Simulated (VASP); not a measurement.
A run of VASP 6.6.1 is set up as follows.

Contents of INCAR:

```
  PREC = Accurate
  ENCUT = 600
  EDIFF = 1E-6
  ISMEAR = -1
  SIGMA = 0.08
  LREAL = F
  LASPH = T
  NELM = 60
  ALGO = Normal
  ISIF = 3
  LWAVE = F
  LCHARG = F
  GGA = PE
  IBRION = 2
  NSW = 32
  EDIFFG = -0.005
  PSTRESS = 870.0
```

KPOINTS

```
Automatic mesh
0
Gamma
  15 15 8
```

File POSCAR:

```
Te
1.0
    2.9518679318      0.0000000000      0.0000000000
   -1.4759339659      2.5563926175      0.0000000000
    0.0000000000      0.0000000000      4.5718686712
Te
2
Direct
    0.3333333333      0.6666666667      0.2500000000
    0.6666666667      0.3333333333      0.7500000000
```

Potentials or basis: VASP PAW PBE potentials, release 64 (Te).

The run is started by

```console
$ cat potpaw_PBE.64/Te/POTCAR > POTCAR
$ mpirun -np 1 vasp_std > vasp.out
```

What does it give for the band gap on the k mesh?

Zero (bands 6 and 7 overlap by 8.82 eV).

Predict the space group after relaxing (to 0.1 Å).

P6_3/mmc (No. 194).

Final structure:
```cif
data_structure
_symmetry_space_group_name_H-M 'P 1'
_symmetry_Int_Tables_number 1
_cell_length_a 2.9521
_cell_length_b 2.9521
_cell_length_c 4.5749
_cell_angle_alpha 90.000
_cell_angle_beta 90.000
_cell_angle_gamma 120.000
_cell_volume 34.53
loop_
_atom_site_label
_atom_site_type_symbol
_atom_site_fract_x
_atom_site_fract_y
_atom_site_fract_z
_atom_site_occupancy
Te1 Te 0.33333 0.66667 0.25000 1
Te2 Te 0.66667 0.33333 0.75000 1
```

Caveat: the cell is relaxed towards a set pressure, so the run minimises the enthalpy, not the energy; spin-orbit coupling is left out, which moves the levels of the heavy elements.
